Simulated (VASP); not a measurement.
# B2P (R-3m) in VASP: notebook, part 2 of 2

VASP 6.6.1. The steps go on from the part before.

### 3 Single point, PBE-based screened hybrid with 25 % exact exchange

POSCAR

```
B2P
1.0
    1.5151200000      0.8747500000      3.9248800000
   -1.5151200000      0.8747500000      3.9248800000
    0.0000000000     -1.7495000000      3.9248800000
B P
2 1
Direct
    0.4293400000      0.4293400000      0.4293400000
    0.5706600000      0.5706600000      0.5706600000
    0.0000000000      0.0000000000      0.0000000000
```

INCAR.step1

```
PREC = Accurate ; ENCUT = 520
EDIFF = 1E-5 ; ISMEAR = -1
SIGMA = 0.05 ; LREAL = False
LASPH = True ; NELM = 80
ALGO = Normal ; ISIF = 2
LWAVE = True ; LCHARG = False
NBANDS = 12 ; GGA = PE
```

INCAR.step2

```
PREC = Accurate ; ENCUT = 520
EDIFF = 1E-7 ; ISMEAR = -1
SIGMA = 0.05 ; LREAL = False
LASPH = True ; NELM = 80
ALGO = Normal ; ISIF = 2
LWAVE = False ; LCHARG = False
GGA = PE ; LHFCALC = True
AEXX = 0.25 ; HFSCREEN = 0.6
PRECFOCK = Normal ; NBANDS = 12
ISTART = 1
```

KPOINTS

```
Automatic mesh
0
Gamma
  5 5 5
```

Potentials or basis: VASP PAW PBE potentials, release 64 (B, P).

Run with:

```console
$ cat potpaw_PBE.64/B/POTCAR potpaw_PBE.64/P/POTCAR > POTCAR
$ cp INCAR.step1 INCAR
$ mpirun -np 1 vasp_std > vasp.out
$ cp INCAR.step2 INCAR
$ mpirun -np 1 vasp_std > vasp.out
```

OUTCAR:

```text
PREC = Accurate
   ENCUT = 520
   EDIFF = 1E-7
   ISMEAR = -1
   LREAL = False
   LASPH = True
   NELM = 80
   ISIF = 2
   GGA = PE
   LHFCALC = True
   AEXX = 0.25
   HFSCREEN = 0.6
   PRECFOCK = Normal
   ISTART = 1

 ion  position               nearest neighbor table
   1  0.429  0.429  0.429-   2 1.66   3 2.08   3 2.08   3 2.08
   2  0.571  0.571  0.571-   1 1.66   3 2.08   3 2.08   3 2.08
   3  0.000  0.000  0.000-   2 2.08   1 2.08   2 2.08   2 2.08   1 2.08   1 2.08

  LATTYP: Found a trigonal (rhomboedric) cell.
 ALAT       =     4.2971454701
 COS(alpha) =     0.7513640370

  Lattice vectors:

 A1 = (   1.5151200000,   0.8747500000,   3.9248800000)
 A2 = (  -1.5151200000,   0.8747500000,   3.9248800000)
 A3 = (   0.0000000000,  -1.7495000000,   3.9248800000)

Analysis of symmetry for initial positions (statically):
=====================================================================
 Subroutine PRICEL returns:
 Original cell was already a primitive cell.

 Routine SETGRP: Setting up the symmetry group for a
 trigonal (rhombohedral) supercell.

 Subroutine GETGRP returns: Found 12 space group operations
 (whereof 12 operations were pure point group operations)
 out of a pool of 12 trial point group operations.

The static configuration has the point symmetry D_3d.

Analysis of symmetry for dynamics (positions and initial velocities):
=====================================================================
 Subroutine PRICEL returns:
 Original cell was already a primitive cell.

 Routine SETGRP: Setting up the symmetry group for a
 trigonal (rhombohedral) supercell.

 Subroutine GETGRP returns: Found 12 space group operations
 (whereof 12 operations were pure point group operations)
 out of a pool of 12 trial point group operations.

The dynamic configuration has the point symmetry D_3d.

 Subroutine INISYM returns: Found 12 space group operations
 (whereof 12 operations are pure point group operations),
 and found     1 'primitive' translations

----------------------------------------------------------------------------------------

                                     Primitive cell

  volume of cell :      31.2111

  direct lattice vectors                    reciprocal lattice vectors
     1.515120000  0.874750000  3.924880000     0.330006864  0.190530628  0.084928287
    -1.515120000  0.874750000  3.924880000    -0.330006864  0.190530628  0.084928287
     0.000000000 -1.749500000  3.924880000     0.000000000 -0.381061256  0.084928287

  length of vectors
     4.297145470  4.297145470  4.297142453     0.390409099  0.390409099  0.390410674

  position of ions in fractional coordinates (direct lattice)
     0.429340000  0.429340000  0.429340000
     0.570660000  0.570660000  0.570660000
     0.000000000  0.000000000  0.000000000

  ion indices of the primitive-cell ions
   primitive index   ion index
                 1           1
                 2           2
                 3           3

----------------------------------------------------------------------------------------

 KPOINTS: Automatic mesh

[... 48 lines left out ...]
   ions per type =               2   1
   NGX,Y,Z   is equivalent  to a cutoff of  12.38, 12.38, 12.38 a.u.
   NGXF,Y,Z  is equivalent  to a cutoff of  24.76, 24.76, 24.76 a.u.
 SYSTEM =  unknown system
   PREC   = accura    normal or accurate (medium, high low for compatibility)
   ISTART =      1    job   : 0-new  1-cont  2-samecut
   ICHARG =      0    charge: 1-file 2-atom 10-const
   ISPIN  =      1    spin polarized calculation?
   LNONCOLLINEAR =      F non collinear calculations
   LSORBIT =      F    spin-orbit coupling
   LASPH  =      T    aspherical Exc in radial PAW
   ENCUT  =  520.0 eV  38.22 Ry    6.18 a.u.   7.99  7.99  7.99*2*pi/ulx,y,z
   NELM   =     80;   NELMIN=  2; NELMDL=  0     # of ELM steps
   EDIFF  = 0.1E-06   stopping-criterion for ELM
   LREAL  =      F    real-space projection
   EDIFFG = 0.1E-05   stopping-criterion for IOM
   NSW    =      0    number of steps for IOM
   IBRION =     -1    ionic relax: 0-MD 1-quasi-New 2-CG
   NFREE  =      0    steps in history (QN), initial steepest desc. (CG)
   ISIF   =      2    stress and relaxation
   ISYM   =      3    0-nonsym 1-usesym 2-fastsym
   POTIM  = 0.5000    time-step for ionic-motion
   TEBEG  =    0.0;   TEEND  =   0.0 temperature during run
   PSTRESS=    0.0 pullay stress
   NELECT =      11.0000    total number of electrons
   NUPDOWN=      -1.0000    fix difference up-down
   EMIN   =  10.00;   EMAX   =-10.00  energy-range for DOS
   EFERMI =   0.00;   METHOD = LEGACY
   ISMEAR =    -1;   SIGMA  =   0.05  broadening in eV -4-tet -1-fermi 0-gaus
   EFERMI_NEDOS =   21; number of points for ismear=-14 and -15
   IALGO  =     38    algorithm
   IMIX   =      1    mixing-type and parameters
     AMIX     =   0.40;   BMIX     =  1.00
     AMIX_MAG =   1.60;   BMIX_MAG =  1.00
  volume/ion in A,a.u.               =      10.40        70.21
  Fermi-wavevector in a.u.,A,eV,Ry     =   1.156386  2.185253 18.194102  1.337229
  Thomas-Fermi vector in A             =   2.293007
   LORBIT       =      0    0 simple, 1 ext, 2 COOP (PROOUT), +10 PAW based schemes
   GGA     = PE    functional components
   LHFCALC =     T    Hartree Fock is set to
   PRECFOCK=normal    Normal, Fast or Accurate (Low or Medium for compatibility)
   ENCUT4O =  -1.0   cutoff for four orbital integrals eV
   NKREDX  =     1    reduce k-point grid by
   NKREDY  =     1    reduce k-point grid by
   NKREDZ  =     1    reduce k-point grid by
   AEXX    =    0.2500 exact exchange contribution
   HFSCREEN=    0.6000 screening length (either q_TF or 0.3 A-1)
   HFSCREENC=   0.6000 screening length for correlation (either q_TF or 0.3 A-1)
   ENCUTFOCK=  -1.0 apply spherical cutoff to Coloumb kernel
   IVDW    =     0    specifies the selected vdW correction
   LEPSILON=     F    determine dielectric tensor
   LRPA    =     F    only Hartree local field effects (RPA)
 non-spin polarized calculation
  energy-cutoff  :      520.00
  volume of cell :       31.21
 maximum number of plane-waves:       856
  NGX = 24; NGY = 24; NGZ = 24

 number of electron      11.0000001 magnetization

 Free energy of the ion-electron system (eV)
  ---------------------------------------------------
  ext. energy  EPLUGINS =         0.00000000
  ---------------------------------------------------
  free energy    TOTEN  =       -17.64497228 eV

  energy without entropy =      -17.63082106  energy(sigma->0) =      -17.63789667

 E-fermi :   6.9191     XC(G=0):  -9.7610

 val. band max:        6.9038753169   @ k =   0.2000   0.2000   0.0000
 cond. band min:       6.9592391364   @ k =  -0.2000   0.2000   0.0000
 fundamental gap:      0.0553638195
 Fermi energy:         6.9191046159

 k-point     1 :       0.0000    0.0000    0.0000
  band No.  band energies     occupation
      1      -9.9512      2.00000
      2      -0.1500      2.00000
      3      -0.0916      2.00000
      4       7.0605      0.11170
      5       7.0605      0.11164
      6      10.3274      0.00000
      7      10.3275      0.00000
      8      13.4267      0.00000
      9      13.4268      0.00000
     10      13.9116      0.00000
     11      15.4153      0.00000
     12      18.0217      0.00000
[... 256 lines left out ...]
 k-point    19 :      -0.4000    0.4000    0.4000
  band No.  band energies     occupation
      1      -8.3975      2.00000
      2      -3.9700      2.00000
      3       2.9972      2.00000
      4       5.5112      2.00000
      5       5.7291      2.00000
      6       7.9827      0.00000
      7       9.8001      0.00000
      8      13.6453      0.00000
      9      14.7999      0.00000
     10      16.1152      0.00000
     11      16.7457      0.00000
     12      17.3707      0.00000

------------------------ aborting loop because EDIFF is reached ----------------------------------------

  FORCE on cell =-STRESS in cart. coord.  units (eV):
  Direction    XX          YY          ZZ          XY          YZ          ZX
  --------------------------------------------------------------------------------------
  -------------------------------------------------------------------------------------
  Total       -0.4619881     -0.4619829      0.1543067      0.0000000      0.0000000      0.0000000
  in kB      -23.7155257    -23.7152579      7.9211247      0.0000000      0.0000000      0.0000000
  external PRESSURE =     -13.1698863 kB  Pullay stress =       0.0000000 kB

 VOLUME and BASIS-vectors are now :
 -----------------------------------------------------------------------------
  energy-cutoff  :      520.00
  volume of cell :       31.21
      direct lattice vectors                 reciprocal lattice vectors
     1.515120000  0.874750000  3.924880000     0.330006864  0.190530628  0.084928287
    -1.515120000  0.874750000  3.924880000    -0.330006864  0.190530628  0.084928287
     0.000000000 -1.749500000  3.924880000     0.000000000 -0.381061256  0.084928287

 POSITION                                       TOTAL-FORCE (eV/Angst)
 -----------------------------------------------------------------------------------
      0.00000      0.00000      5.05532         0.000000     -0.000000      0.198764
      0.00000      0.00000      6.71932         0.000000      0.000000     -0.198764
      0.00000      0.00000      0.00000         0.000000      0.000000      0.000000
 -----------------------------------------------------------------------------------
    total drift:                               -0.000000      0.000000      0.000000

  FREE ENERGIE OF THE ION-ELECTRON SYSTEM (eV)
  ---------------------------------------------------
  free  energy   TOTEN  =       -17.6449722809 eV

  energy  without entropy=      -17.6308210558  energy(sigma->0) =      -17.63789667
```

Run time: 8.2 min. Hardware: 1 thread of Intel Xeon Platinum 8488C (Sapphire Rapids), shared host; peak memory 0.27 GiB.

Results:

| Item | Value |
| --- | --- |
| Free energy | -17.6450 eV |
| Pressure | -1.3 GPa |
| Largest force | 0.199 eV/Å |
| Band gap on the k mesh | zero (an odd number of electrons rules out a gap without spin polarisation) |

Forces in eV/Å, atoms in the order of the input:
```
B    0.000  0.000  0.199
B    0.000  0.000 -0.199
P    0.000  0.000  0.000
```

Stress tensor (GPa, compression positive):
```
-2.37  0.00  0.00
 0.00 -2.37  0.00
 0.00  0.00  0.79
```

Caveat: the k points lie up to 0.49 Å⁻¹ apart, too coarse for converged energies and pressures of a metal; the PAW data sets were made with another functional, which shifts forces and pressure a little; an odd number of electrons without spin polarisation forces a metal; a magnetic or distorted state may lie lower.

The gap in the log of VASP goes by the Fermi energy; the results here count the filled bands.